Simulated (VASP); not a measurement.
CdS: single point with PBEsol

Crystal: CdS.

```xyz
2
Lattice="0.0000 2.9116 2.9116 2.9116 0.0000 2.9116 2.9116 2.9116 0.0000" Properties=species:S:1:pos:R:3 pbc="T T T"
Cd    0.0000    0.0000    0.0000
S     1.4558    1.4558    1.4558
```

```json
{
  "Program": "VASP 6.6.1",
  "Task": "single point",
  "Functional": "PBEsol",
  "Potentials or basis": "VASP PAW PBE potentials, release 64 (Cd, S)",
  "Cutoff": "500 eV",
  "k mesh": "8 × 8 × 8",
  "Occupations": "gaussian, width 0.02 eV",
  "Spin": "no spin polarisation",
  "Dipole correction": "no",
  "Further INCAR settings": "ALGO = Normal; EDIFF = 1e-06; NBANDS = 16"
}
```

The pressure is 0.4 GPa and the band gap on the k mesh is 1.02 eV.

Levels at points of the mesh, in eV from the valence-band top:
| k point | band 7 | band 8 | band 9 | band 10 | band 11 | band 12 |
| --- | --- | --- | --- | --- | --- | --- |
| (0.00, 0.00, 0.00) | 0.00 | 0.00 | 0.00 | 1.02 | 6.44 | 6.44 |
| (0.50, 0.00, 0.00) | -4.51 | -0.77 | -0.77 | 2.90 | 6.91 | 6.91 |
| (0.50, 0.50, 0.00) | -4.04 | -1.93 | -1.93 | 3.38 | 4.26 | 9.10 |

Run time: 46 s on 1 thread of Intel Xeon 8259CL, with other jobs on the host, peak memory 0.17 GiB.

Caveat: the PAW data sets were made with another functional, which shifts forces and pressure a little.
